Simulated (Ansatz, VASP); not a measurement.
Na: VASP beside Ansatz

The input INCAR:

```
PREC = Accurate ; ENCUT = 520
EDIFF = 1E-6 ; ISMEAR = -1
SIGMA = 0.05 ; LREAL = False
LASPH = True ; NELM = 60
ALGO = Normal ; ISIF = 2
LWAVE = False ; LCHARG = False
NBANDS = 10
```

KPOINTS

```
regular mesh
0
Gamma
  13 13 13
```

Contents of POSCAR:

```
Na
1.0
   -1.9731015245      1.9731015245      1.9731015245
    1.9731015245     -1.9731015245      1.9731015245
    1.9731015245      1.9731015245     -1.9731015245
Na
1
Direct
    0.0000000000      0.0000000000      0.0000000000
```

Input for Ansatz:

```yaml
crystal:
  lattice:
    - [-1.9731015245, 1.9731015245, 1.9731015245]
    - [1.9731015245, -1.9731015245, 1.9731015245]
    - [1.9731015245, 1.9731015245, -1.9731015245]
  atoms:
    - { symbol: Na, position: [0.0, 0.0, 0.0] }
kpoints:
  mp_grid: { grid: [13, 13, 13] }
scf:
  occupations: { method: fermi_dirac, width: 0.05 }
hamiltonian:
  xc: lda
  pseudopotentials: { kind: all_electron, lapw: { basis_error: 0.001 } }
output:
  forces: true
  stress: true
  eigenvalues: true
  populations: true
```

Change from the starting cell: volume scaled by 0.92, LAPW.

Alike in both runs: task single point; functional LDA; k mesh 13 × 13 × 13; occupations fermi-dirac, width 0.05 eV; no spin polarisation.

|  | VASP | Ansatz |
| --- | --- | --- |
| version | VASP 6.6.1 | Ansatz 0.2.0 |
| potentials or method | VASP PAW LDA potentials, release 64 (Na_pv), cutoff 520 eV | all-electron LAPW, scalar-relativistic |

|  | VASP | Ansatz | Ansatz less VASP |
| --- | --- | --- | --- |
| pressure (GPa) | 0.8 | 0.9 | +0.04 |

LDA's correlation is that of Perdew and Zunger in VASP and of Perdew and Wang (1992) in Ansatz. Ansatz ran all-electron here, and VASP with PAW potentials.
